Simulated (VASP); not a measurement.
# B (Fd-3m) in VASP: notebook

B is run at these levels: PBE; tasks: single point, relaxation of cell and atoms.

Program: VASP 6.6.1. These are calculated values, not measurements. Logs are shortened: lines on timing, memory, paths and dates and some standing lists are left out, and cuts for length are marked.

**1. The cell of the first run**

The structure is cubic, space group Fd-3m (No. 227). Conventional cell: a = 3.638 Å, b = 3.638 Å, c = 3.638 Å, α = 90.00°, β = 90.00°, γ = 90.00°. B (site symmetry -43m) has 4 B at 1.58 Å within 2.1 Å.

**2. Single point, PBE**

Input file INCAR:

```
SYSTEM = B
ALGO = Normal
EDIFF = 1E-6
ENCUT = 520
GGA = PE
ISIF = 2
ISMEAR = -1
LASPH = .True.
LCHARG = .False.
LREAL = .False.
LWAVE = .False.
NBANDS = 10
NELM = 100
PREC = Accurate
SIGMA = 0.08
```

Input file KPOINTS:

```
k-points
0
Gamma
  18 18 18
  0 0 0
```

Input file POSCAR:

```
B
1.0
    0.0000000000      1.8190932203      1.8190932203
    1.8190932203      0.0000000000      1.8190932203
    1.8190932203      1.8190932203      0.0000000000
B
2
Direct
   -0.1250000000     -0.1250000000     -0.1250000000
    0.1250000000      0.1250000000      0.1250000000
```

Potentials or basis: VASP PAW PBE potentials, release 64 (B).

Command:

```console
cat potpaw_PBE.64/B/POTCAR > POTCAR
mpirun -np 1 vasp_std > vasp.out
```

OUTCAR:

```text
SYSTEM = B
   EDIFF = 1E-6
   ENCUT = 520
   GGA = PE
   ISIF = 2
   ISMEAR = -1
   LASPH = .True.
   LREAL = .False.
   NELM = 100
   PREC = Accurate

 ion  position               nearest neighbor table
   1  0.875  0.875  0.875-   2 1.58   2 1.58   2 1.58   2 1.58
   2  0.125  0.125  0.125-   1 1.58   1 1.58   1 1.58   1 1.58

  LATTYP: Found a face centered cubic cell.
 ALAT       =     3.6381864406

  Lattice vectors:

 A1 = (   0.0000000000,   1.8190932203,   1.8190932203)
 A2 = (   1.8190932203,   0.0000000000,   1.8190932203)
 A3 = (   1.8190932203,   1.8190932203,   0.0000000000)

Analysis of symmetry for initial positions (statically):
=====================================================================
 Subroutine PRICEL returns:
 Original cell was already a primitive cell.

 Routine SETGRP: Setting up the symmetry group for a
 face centered cubic supercell.

 Subroutine GETGRP returns: Found 48 space group operations
 (whereof 12 operations were pure point group operations)
 out of a pool of 48 trial point group operations.

The static configuration has the point symmetry D_3d.
 The point group associated with its full space group is O_h .

Analysis of symmetry for dynamics (positions and initial velocities):
=====================================================================
 Subroutine PRICEL returns:
 Original cell was already a primitive cell.

 Routine SETGRP: Setting up the symmetry group for a
 face centered cubic supercell.

 Subroutine GETGRP returns: Found 48 space group operations
 (whereof 12 operations were pure point group operations)
 out of a pool of 48 trial point group operations.

The dynamic configuration has the point symmetry D_3d.
 The point group associated with its full space group is O_h .

 Subroutine INISYM returns: Found 48 space group operations
 (whereof 12 operations are pure point group operations),
 and found     1 'primitive' translations

----------------------------------------------------------------------------------------

                                     Primitive cell

  volume of cell :      12.0391

  direct lattice vectors                    reciprocal lattice vectors
     0.000000000  1.819093220  1.819093220    -0.274862219  0.274862219  0.274862219
     1.819093220  0.000000000  1.819093220     0.274862219 -0.274862219  0.274862219
     1.819093220  1.819093220  0.000000000     0.274862219  0.274862219 -0.274862219

  length of vectors
     2.572586303  2.572586303  2.572586303     0.476075329  0.476075329  0.476075329

  position of ions in fractional coordinates (direct lattice)
     0.875000000  0.875000000  0.875000000
     0.125000000  0.125000000  0.125000000

  ion indices of the primitive-cell ions
   primitive index   ion index
                 1           1
                 2           2

----------------------------------------------------------------------------------------

 KPOINTS: k-points

Automatic generation of k-mesh.
 Grid dimensions read from file:
 generate k-points for:   18   18   18

 Generating k-lattice:

  Cartesian coordinates                     Fractional coordinates (reciprocal lattice)
    -0.015270123  0.015270123  0.015270123     0.055555556  0.000000000  0.000000000
     0.015270123 -0.015270123  0.015270123     0.000000000  0.055555556  0.000000000
     0.015270123  0.015270123 -0.015270123     0.000000000  0.000000000  0.055555556

  Length of vectors
     0.026448629  0.026448629  0.026448629

  Shift w.r.t. Gamma in fractional coordinates (k-lattice)
     0.000000000  0.000000000  0.000000000

 Subroutine IBZKPT returns following result:
 ===========================================

 Found    195 irreducible k-points:

 Following reciprocal coordinates:
            Coordinates               Weight
  0.000000  0.000000  0.000000      1.000000
  0.055556  0.000000  0.000000      8.000000
  0.111111  0.000000  0.000000      8.000000
  0.166667  0.000000  0.000000      8.000000
  0.222222  0.000000  0.000000      8.000000
  0.277778  0.000000  0.000000      8.000000
[... 16 lines left out ...]
 -0.277778  0.055556  0.000000     24.000000
 -0.222222  0.055556  0.000000     24.000000
 [... further k-points ...]
   k-points           NKPTS =    195   k-points in BZ     NKDIM =    195   number of bands    NBANDS=     10
   number of dos      NEDOS =    301   number of ions     NIONS =      2
   total plane-waves  NPLWV =   8000
   dimension x,y,z NGX =    20 NGY =   20 NGZ =   20
   dimension x,y,z NGXF=    40 NGYF=   40 NGZF=   40
   ions per type =               2
   NGX,Y,Z   is equivalent  to a cutoff of  12.92, 12.92, 12.92 a.u.
   NGXF,Y,Z  is equivalent  to a cutoff of  25.85, 25.85, 25.85 a.u.
 SYSTEM =  B
   PREC   = accura    normal or accurate (medium, high low for compatibility)
   ISTART =      0    job   : 0-new  1-cont  2-samecut
   ICHARG =      2    charge: 1-file 2-atom 10-const
   ISPIN  =      1    spin polarized calculation?
   LNONCOLLINEAR =      F non collinear calculations
   LSORBIT =      F    spin-orbit coupling
   LASPH  =      T    aspherical Exc in radial PAW
   ENCUT  =  520.0 eV  38.22 Ry    6.18 a.u.   4.78  4.78  4.78*2*pi/ulx,y,z
   NELM   =    100;   NELMIN=  2; NELMDL= -5     # of ELM steps
   EDIFF  = 0.1E-05   stopping-criterion for ELM
   LREAL  =      F    real-space projection
   EDIFFG = 0.1E-04   stopping-criterion for IOM
   NSW    =      0    number of steps for IOM
   IBRION =     -1    ionic relax: 0-MD 1-quasi-New 2-CG
   NFREE  =      0    steps in history (QN), initial steepest desc. (CG)
   ISIF   =      2    stress and relaxation
   ISYM   =      2    0-nonsym 1-usesym 2-fastsym
   POTIM  = 0.5000    time-step for ionic-motion
   TEBEG  =    0.0;   TEEND  =   0.0 temperature during run
   PSTRESS=    0.0 pullay stress
   NELECT =       6.0000    total number of electrons
   NUPDOWN=      -1.0000    fix difference up-down
   EMIN   =  10.00;   EMAX   =-10.00  energy-range for DOS
   EFERMI =   0.00;   METHOD = LEGACY
   ISMEAR =    -1;   SIGMA  =   0.08  broadening in eV -4-tet -1-fermi 0-gaus
   EFERMI_NEDOS =   21; number of points for ismear=-14 and -15
   IALGO  =     38    algorithm
   IMIX   =      4    mixing-type and parameters
     AMIX     =   0.40;   BMIX     =  1.00
     AMIX_MAG =   1.60;   BMIX_MAG =  1.00
  volume/ion in A,a.u.               =       6.02        40.62
  Fermi-wavevector in a.u.,A,eV,Ry     =   1.297957  2.452783 22.921630  1.684692
  Thomas-Fermi vector in A             =   2.429316
   LORBIT       =      0    0 simple, 1 ext, 2 COOP (PROOUT), +10 PAW based schemes
   GGA     = PE    functional components
   LHFCALC =     F    Hartree Fock is set to
   AEXX    =    0.0000 exact exchange contribution
   IVDW    =     0    specifies the selected vdW correction
   LEPSILON=     F    determine dielectric tensor
   LRPA    =     F    only Hartree local field effects (RPA)
 non-spin polarized calculation
  energy-cutoff  :      520.00
  volume of cell :       12.04
 maximum number of plane-waves:       332
   NGX =  9   NGY =  9   NGZ =  9

 number of electron       6.0000000 magnetization

 Free energy of the ion-electron system (eV)
  ---------------------------------------------------
  ext. energy  EPLUGINS =         0.00000000
  ---------------------------------------------------
  free energy    TOTEN  =       -10.39313536 eV

  energy without entropy =      -10.37915079  energy(sigma->0) =      -10.38614307

 E-fermi :   6.5560     XC(G=0): -12.5563

 val. band max:        6.5497295414   @ k =   0.2778   0.2778   0.0000
 cond. band min:       6.5713423817   @ k =  -0.2778   0.1667   0.0556
 fundamental gap:      0.0216128402
 Fermi energy:         6.5559621695

 k-point     1 :       0.0000    0.0000    0.0000
  band No.  band energies     occupation
      1      -8.8840      2.00000
      2      11.8048      0.00000
      3      11.8048      0.00000
      4      11.8048      0.00000
      5      16.5313      0.00000
      6      16.5313      0.00000
      7      16.5313      0.00000
      8      29.9548      0.00000
      9      30.3973      0.00000
     10      33.7091      0.00000

 k-point     2 :       0.0556    0.0000    0.0000
  band No.  band energies     occupation
      1      -8.8033      2.00000
      2      11.1193      0.00000
      3      11.6126      0.00000
      4      11.6126      0.00000
      5      16.7808      0.00000
      6      16.7808      0.00000
      7      17.0840      0.00000
      8      29.6065      0.00000
      9      30.5222      0.00000
     10      32.2518      0.00000

 k-point     3 :       0.1111    0.0000    0.0000
  band No.  band energies     occupation
      1      -8.5612      2.00000
      2       9.6086      0.00000
      3      11.1489      0.00000
      4      11.1489      0.00000
      5      17.3888      0.00000
      6      17.3888      0.00000
      7      18.2063      0.00000
      8      28.8338      0.00000
      9      30.8331      0.00000
     10      30.8709      0.00000

 k-point     4 :       0.1667    0.0000    0.0000
  band No.  band energies     occupation
      1      -8.1583      2.00000
      2       7.8178      0.00000
      3      10.5935      0.00000
      4      10.5935      0.00000
      5      18.0929      0.00000
      6      18.0929      0.00000
      7      19.3831      0.00000
      8      27.9732      0.00000
      9      29.9140      0.00000
     10      29.9140      0.00000

 k-point     5 :       0.2222    0.0000    0.0000
  band No.  band energies     occupation
      1      -7.5956      2.00000
      2       5.9506      1.99897
      3      10.0563      0.00000
      4      10.0563      0.00000
      5      18.6634      0.00000
      6      18.6634      0.00000
      7      20.4528      0.00000
      8      27.1750      0.00000
      9      29.6343      0.00000
     10      29.6343      0.00000

 k-point     6 :       0.2778    0.0000    0.0000
  band No.  band energies     occupation
      1      -6.8745      2.00000
      2       4.0956      2.00000
      3       9.5897      0.00000
      4       9.5897      0.00000
      5      18.9664      0.00000
      6      18.9664      0.00000
      7      21.3746      0.00000
      8      26.4952      0.00000
      9      30.0756      0.00000
     10      30.0756      0.00000
[... 183 lines left out ...]
 k-point    21 :      -0.3889    0.0556    0.0000
  band No.  band energies     occupation
      1      -4.5193      2.00000
      2       0.1204      2.00000
      3       8.3285      0.00000
      4       8.9638      0.00000
      5      18.9461      0.00000
      6      18.9823      0.00000
      7      23.0138      0.00000
      8      25.7315      0.00000
      9      32.1390      0.00000
     10      32.8974      0.00000

 k-point    22 :      -0.3333    0.0556    0.0000
  band No.  band energies     occupation
      1      -5.5994      2.00000
      2       1.7815      2.00000
      3       8.4371      0.00000
      4       9.3351      0.00000
      5      18.8890      0.00000
      6      19.2675      0.00000
      7      22.4735      0.00000
      8      25.9340      0.00000
      9      30.4080      0.00000
     10      32.2950      0.00000

 k-point    23 :      -0.2778    0.0556    0.0000
  band No.  band energies     occupation
      1      -6.5280      2.00000
      2       3.5399      2.00000
      3       8.6691      0.00000
      4       9.7927      0.00000
      5      18.7448      0.00000
      6      19.4723      0.00000
      7      21.7515      0.00000
      8      26.1820      0.00000
      9      29.1314      0.00000
     10      31.6333      0.00000

 k-point    24 :      -0.2222    0.0556    0.0000
  band No.  band energies     occupation
      1      -7.3012      2.00000
      2       5.3668      2.00000
      3       9.0226      0.00000
      4      10.3157      0.00000
      5      18.4030      0.00000
      6      19.4349      0.00000
      7      20.8852      0.00000
      8      26.5182      0.00000
      9      28.4959      0.00000
     10      31.2907      0.00000

 [... further k-points ...]
[... 5 lines left out ...]
  --------------------------------------------------------------------------------------
  -------------------------------------------------------------------------------------
  Total        7.5329379      7.5329379      7.5329379      0.0000000     -0.0000000     -0.0000000
  in kB     1002.4901343   1002.4901343   1002.4901343      0.0000000     -0.0000000     -0.0000000
  external PRESSURE =    1002.4901343 kB  Pullay stress =       0.0000000 kB

 VOLUME and BASIS-vectors are now :
 -----------------------------------------------------------------------------
  energy-cutoff  :      520.00
  volume of cell :       12.04
      direct lattice vectors                 reciprocal lattice vectors
     0.000000000  1.819093220  1.819093220    -0.274862219  0.274862219  0.274862219
     1.819093220  0.000000000  1.819093220     0.274862219 -0.274862219  0.274862219
     1.819093220  1.819093220  0.000000000     0.274862219  0.274862219 -0.274862219

 POSITION                                       TOTAL-FORCE (eV/Angst)
 -----------------------------------------------------------------------------------
      3.18341      3.18341      3.18341         0.000000      0.000000     -0.000000
      0.45477      0.45477      0.45477        -0.000000     -0.000000      0.000000
 -----------------------------------------------------------------------------------
    total drift:                                0.000000      0.000000     -0.000000

  FREE ENERGIE OF THE ION-ELECTRON SYSTEM (eV)
  ---------------------------------------------------
  free  energy   TOTEN  =       -10.3931353577 eV

  energy  without entropy=      -10.3791507896  energy(sigma->0) =      -10.38614307
```

Wall time 8.4 s (1 thread of Intel Xeon 6975P-C (Granite Rapids), shared host); peak memory 0.12 GiB.

Results:

| Quantity | Value |
| --- | --- |
| Free energy | -10.3931 eV |
| Pressure | 100.2 GPa |
| Band gap on the k mesh | zero (band 3 reaches 11.80 eV, above the bottom of band 4 at 2.18 eV) |

Levels at points of the mesh, in eV from the Fermi level:
| k point | band 1 | band 2 | band 3 | band 4 | band 5 | band 6 | band 7 |
| --- | --- | --- | --- | --- | --- | --- | --- |
| (0.00, 0.00, 0.00) | -15.44 | 5.25 | 5.25 | 5.25 | 9.98 | 9.98 | 9.98 |
| (0.50, 0.00, 0.00) | -9.14 | -8.88 | 2.18 | 2.18 | 12.23 | 12.23 | 16.67 |
| (0.50, 0.50, 0.00) | -6.91 | -6.91 | -1.85 | -1.85 | 8.82 | 8.82 | 23.71 |

**3. Single point, PBE**

Input file INCAR:

```
SYSTEM = B
PREC     = Accurate       ! precision mode
ENCUT    = 520            ! plane-wave cutoff, eV
EDIFF    = 1E-6           ! SCF threshold, eV
ISMEAR   = -1             ! smearing method
SIGMA    = 0.08           ! smearing width, eV
LREAL    = .FALSE.        ! projectors in reciprocal space
LASPH    = .TRUE.         ! aspherical terms in the spheres
NELM     = 100            ! most SCF steps
ALGO     = Normal         ! electronic algorithm
ISIF     = 2              ! what is computed and relaxed
LWAVE    = .FALSE.        ! write WAVECAR
LCHARG   = .FALSE.        ! write CHGCAR
GGA      = PE             ! functional
NBANDS   = 10             ! bands
```

Input file KPOINTS:

```
regular mesh
0
G
  18 18 18
  0 0 0
```

Input file POSCAR:

```
B
1.0
    0.0000000000      1.8189547471      1.8189547471
    1.8189547471      0.0000000000      1.8189547471
    1.8189547471      1.8189547471      0.0000000000
B
2
Direct
   -0.1250000000     -0.1250000000     -0.1250000000
    0.1250000000      0.1250000000      0.1250000000
```

Potentials or basis: VASP PAW PBE potentials, release 64 (B).

Command:

```console
cat potpaw_PBE.64/B/POTCAR > POTCAR
mpirun -np 1 vasp_std > vasp.out
```

OUTCAR:

```text
SYSTEM = B
   PREC = Accurate
   ENCUT = 520
   EDIFF = 1E-6
   ISMEAR = -1
   LREAL = .FALSE.
   LASPH = .TRUE.
   NELM = 100
   ISIF = 2
   GGA = PE

 ion  position               nearest neighbor table
   1  0.875  0.875  0.875-   2 1.58   2 1.58   2 1.58   2 1.58
   2  0.125  0.125  0.125-   1 1.58   1 1.58   1 1.58   1 1.58

  LATTYP: Found a face centered cubic cell.
 ALAT       =     3.6379094942

  Lattice vectors:

 A1 = (   0.0000000000,   1.8189547471,   1.8189547471)
 A2 = (   1.8189547471,   0.0000000000,   1.8189547471)
 A3 = (   1.8189547471,   1.8189547471,   0.0000000000)
[... 489 lines left out ...]
      6      19.4391      0.00000
      7      20.8901      0.00000
      8      26.5232      0.00000
      9      28.5005      0.00000
     10      31.2963      0.00000

 [... further k-points ...]
[... 5 lines left out ...]
  --------------------------------------------------------------------------------------
  -------------------------------------------------------------------------------------
  Total        7.5394802      7.5394802      7.5394802      0.0000000      0.0000000     -0.0000000
  in kB     1003.5899630   1003.5899630   1003.5899630      0.0000000      0.0000000     -0.0000000
  external PRESSURE =    1003.5899630 kB  Pullay stress =       0.0000000 kB

 VOLUME and BASIS-vectors are now :
 -----------------------------------------------------------------------------
  energy-cutoff  :      520.00
  volume of cell :       12.04
      direct lattice vectors                 reciprocal lattice vectors
     0.000000000  1.818954747  1.818954747    -0.274883144  0.274883144  0.274883144
     1.818954747  0.000000000  1.818954747     0.274883144 -0.274883144  0.274883144
     1.818954747  1.818954747  0.000000000     0.274883144  0.274883144 -0.274883144

 POSITION                                       TOTAL-FORCE (eV/Angst)
 -----------------------------------------------------------------------------------
      3.18317      3.18317      3.18317         0.000000      0.000000      0.000000
      0.45474      0.45474      0.45474        -0.000000     -0.000000     -0.000000
 -----------------------------------------------------------------------------------
    total drift:                                0.000000      0.000000     -0.000000

  FREE ENERGIE OF THE ION-ELECTRON SYSTEM (eV)
  ---------------------------------------------------
  free  energy   TOTEN  =       -10.3914096733 eV

  energy  without entropy=      -10.3774281561  energy(sigma->0) =      -10.38441891
```

OSZICAR:

```text
N       E                     dE             d eps       ncg     rms          rms(c)
DAV:   1     0.104293599470E+01    0.10429E+01   -0.30354E+03  4014   0.540E+02
DAV:   2    -0.107012332421E+02   -0.11744E+02   -0.11025E+02  5158   0.937E+01
DAV:   3    -0.108473570552E+02   -0.14612E+00   -0.14341E+00  4736   0.793E+00
DAV:   4    -0.108474449033E+02   -0.87848E-04   -0.87846E-04  4416   0.200E-01
DAV:   5    -0.108474449241E+02   -0.20813E-07   -0.20640E-07  4530   0.350E-03    0.429E+00
DAV:   6    -0.105163851065E+02    0.33106E+00   -0.15036E-01  4308   0.254E+00    0.257E+00
DAV:   7    -0.103908268592E+02    0.12556E+00   -0.19058E-01  4570   0.282E+00    0.427E-01
DAV:   8    -0.103914138550E+02   -0.58700E-03   -0.26590E-03  4386   0.434E-01    0.453E-02
DAV:   9    -0.103914059110E+02    0.79440E-05   -0.68114E-05  4526   0.555E-02    0.151E-02
DAV:  10    -0.103914094716E+02   -0.35606E-05   -0.20377E-06  4484   0.122E-02    0.194E-03
DAV:  11    -0.103914096733E+02   -0.20169E-06   -0.16369E-07  2540   0.327E-03
   1 F= -.10391410E+02 E0= -.10384419E+02  d E =-.139815E-01
```

Wall time 8.6 s (1 thread of Intel Xeon 6975P-C (Granite Rapids), shared host); peak memory 0.12 GiB.

Results:

- Free energy: -10.3914 eV
- Pressure: 100.4 GPa
- Band gap on the k mesh: zero (band 3 reaches 11.81 eV, above the bottom of band 4 at 2.18 eV)

[end of part 1 of 2]
